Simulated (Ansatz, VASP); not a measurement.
# TaN: VASP beside Ansatz

```
Ta N
1.0
     5.20053    0.00000    0.00000
    -2.60026    4.50379    0.00000
     0.00000    0.00000    2.90933
Ta N
3 3
Direct
  0.00000 0.00000 0.00000
  0.33333 0.66667 0.50000
  0.66667 0.33333 0.50000
  0.39238 0.00000 0.00000
  0.60762 0.60762 0.00000
  0.00000 0.39238 0.00000
```

Alike in both runs: functional r2SCAN; k mesh 12 × 12 × 16; occupations gaussian, width 0.1 eV; no spin polarisation.

Ansatz relaxed the structure, and its values are those at the end. VASP's run is a single point on that final structure, the one shown.

```csv
,VASP,Ansatz
version,VASP 6.6.1,Ansatz 0.2.0
potentials or method,"VASP PAW PBE potentials, release 64 (Ta_pv, N), cutoff 660 eV","scalar-relativistic, plane waves, PAW"
valence electrons in the cell,48,54
```

|  | VASP | Ansatz | Ansatz less VASP |
| --- | --- | --- | --- |
| gap on the k mesh at the Fermi level (eV) | none | none | - |
| pressure (GPa) | 1.7 | 0.0 | -1.65 |

VASP's potentials were made for PBE, not for r2SCAN. A gap of «none» marks a metal or a gap that the smearing closes. With one functional, cell and mesh, what is left measures potentials, basis and numerics. VASP's potentials hold 48 valence electrons a cell and Ansatz's 54, so a difference there can come from the potentials and not from the codes.

Spin-orbit coupling is off throughout.
